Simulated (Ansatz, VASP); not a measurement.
## RbV2: VASP beside Ansatz

```
Rb V
1.0
     0.00000    4.32407    4.32407
     4.32407    0.00000    4.32407
     4.32407    4.32407    0.00000
Rb V
2 4
Direct
  0.00000 0.00000 0.00000
  0.25000 0.25000 0.25000
  0.62500 0.62500 0.62500
  0.12500 0.62500 0.62500
  0.62500 0.62500 0.12500
  0.62500 0.12500 0.62500
```

Alike in both runs: functional PBE; k mesh 4 × 4 × 4; occupations gaussian, width 0.1 eV; collinear spin.

Ansatz relaxed the structure, and its values are those at the end. VASP's run is a single point on that final structure, the one shown.

|  | VASP | Ansatz |
| --- | --- | --- |
| version | VASP 6.6.1 | Ansatz 0.2.0 |
| potentials or method | VASP PAW PBE potentials, release 64 (Rb_sv, V_sv), cutoff 520 eV | scalar-relativistic, plane waves, PAW |
| valence electrons in the cell | 70 | 70 |

Ansatz gave:

* gap on the k mesh at the Fermi level (eV): none
* pressure (GPa): 0.3
* net moment per atom (μB): 2.32
* size of the moment on the site where the two differ most (μB): 2.78

Q: Estimate VASP's values.

A: gap on the k mesh at the Fermi level (eV): none; pressure (GPa): 0.4; net moment per atom (μB): 2.33; size of the moment on the site where the two differ most (μB): 2.63.

Site moments also hang on the region over which each program counts them. A gap of «none» marks a metal or a gap that the smearing closes.
